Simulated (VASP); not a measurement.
Here is a VASP 6.6.1 calculation.

The input INCAR:

```
PREC     = Accurate       # precision mode
ENCUT    = 520            # plane-wave cutoff, eV
EDIFF    = 1E-6           # SCF threshold, eV
ISMEAR   = 0              # smearing method
SIGMA    = 0.01           # smearing width, eV
LREAL    = False          # projectors in reciprocal space
LASPH    = True           # aspherical terms in the spheres
NELM     = 100            # most SCF steps
ALGO     = Normal         # electronic algorithm
ISIF     = 2              # what is computed and relaxed
LWAVE    = False          # write WAVECAR
LCHARG   = False          # write CHGCAR
GGA      = PS             # functional
NBANDS   = 17             # bands
```

The input KPOINTS:

```
Automatic mesh
0
Gamma
  6 6 6
```

File POSCAR:

```
SnSe
1.0
    0.0000000000      3.0496098055      3.0496098055
    3.0496098055      0.0000000000      3.0496098055
    3.0496098055      3.0496098055      0.0000000000
Sn Se
1 1
Direct
    0.0000000000      0.0000000000      0.0000000000
    0.5000000000      0.5000000000      0.5000000000
```

Potentials or basis: VASP PAW PBE potentials, release 64 (Sn_d, Se).

Run with:

```console
$ cat potpaw_PBE.64/Sn_d/POTCAR potpaw_PBE.64/Se/POTCAR > POTCAR
$ mpirun -np 1 vasp_std > vasp.out
```

(1) What does it give for the band gap on the k mesh?

(2) Estimate the pressure.

## Answers

(1) 0.48 eV, direct.

(2) -3.9 GPa.

Caveat: the PAW data sets were made with another functional, which shifts forces and pressure a little; spin-orbit coupling is left out, which moves the levels of the heavy elements.
